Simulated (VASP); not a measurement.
FeSi:

```xyz
8
Lattice="4.4820 0.0000 0.0000 0.0000 4.4820 0.0000 0.0000 0.0000 4.4820" Properties=species:S:1:pos:R:3 pbc="T T T"
Fe    0.6119    0.6119    0.6119
Fe    1.6291    3.8701    2.8529
Fe    2.8529    1.6291    3.8701
Fe    3.8701    2.8529    1.6291
Si    3.7756    3.7756    3.7756
Si    2.9474    0.7064    1.5346
Si    1.5346    2.9474    0.7064
Si    0.7064    1.5346    2.9474
```

| Item | Value |
| --- | --- |
| Program | VASP 6.6.1 |
| Task | relaxation of the atoms |
| Functional | LDA |
| Potentials or basis | VASP PAW LDA potentials, release 64 (Fe, Si) |
| Cutoff | 520 eV |
| k mesh | 8 × 8 × 8 |
| Occupations | gaussian, width 0.01 eV |
| Spin | no spin polarisation |

At the start: pressure -16.6 GPa; volume 11.25 Å³/atom.

**Question.** How do energy, volume and symmetry change on relaxing?

**Answer.** Over 5 steps the energy falls by 3.3 meV/atom; space group P2_13 (No. 198, to 0.1 Å) before and after.

Step by step:
| step | energy change (eV) | largest force (eV/Å) | pressure (GPa) |
| --- | --- | --- | --- |
| 1 | 0.0000 | 0.3120 | -16.60 |
| 2 | -0.0198 | 0.1367 | -16.17 |
| 3 | -0.0253 | 0.0746 | -15.72 |
| 4 | -0.0265 | 0.0217 | -15.58 |
| 5 | -0.0266 | 0.0008 | -15.54 |

Final structure:
```
Fe Si
1.0
     4.48200    0.00000    0.00000
     0.00000    4.48200    0.00000
     0.00000    0.00000    4.48200
Fe Si
4 4
Cartesian
  0.5972 0.5972 0.5972
  1.6438 3.8848 2.8382
  2.8382 1.6438 3.8848
  3.8848 2.8382 1.6438
  3.7609 3.7609 3.7609
  2.9621 0.7211 1.5199
  1.5199 2.9621 0.7211
  0.7211 1.5199 2.9621
```
